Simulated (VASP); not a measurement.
A run of VASP 6.6.1 is set up as follows.

File INCAR:

```
ALGO = Normal
EDIFF = 1E-6
ENCUT = 500
GGA = PS
GGA_COMPAT = F
ISIF = 2
ISMEAR = 0
LASPH = T
LCHARG = T
LELF = T
LREAL = F
LVHAR = T
LWAVE = F
NBANDS = 12
NELM = 120
PREC = Accurate
SIGMA = 0.1
```

KPOINTS

```
k-points
0
Gamma
  8 8 8
```

File POSCAR:

```
Cd
1.0
    0.0000000000      2.2504740137      2.2504740137
    2.2504740137      0.0000000000      2.2504740137
    2.2504740137      2.2504740137      0.0000000000
Cd
1
Direct
    0.0000000000      0.0000000000      0.0000000000
```

Potentials or basis: VASP PAW PBE potentials, release 64 (Cd).

Command:

```sh
$ cat potpaw_PBE.64/Cd/POTCAR > POTCAR
$ mpirun -np 1 vasp_std > vasp.out
```

(1) Estimate the band gap on the k mesh.

(2) What does it give for the pressure?

Answers

(1) zero (band 6 reaches 4.18 eV, above the bottom of band 7 at 0.94 eV).

(2) -3.5 GPa.

Caveat: the cell differs from its parent crystal (Zn replaced by Cd, lengths x 1.108, strained); the PAW data sets were made with another functional, which shifts forces and pressure a little.
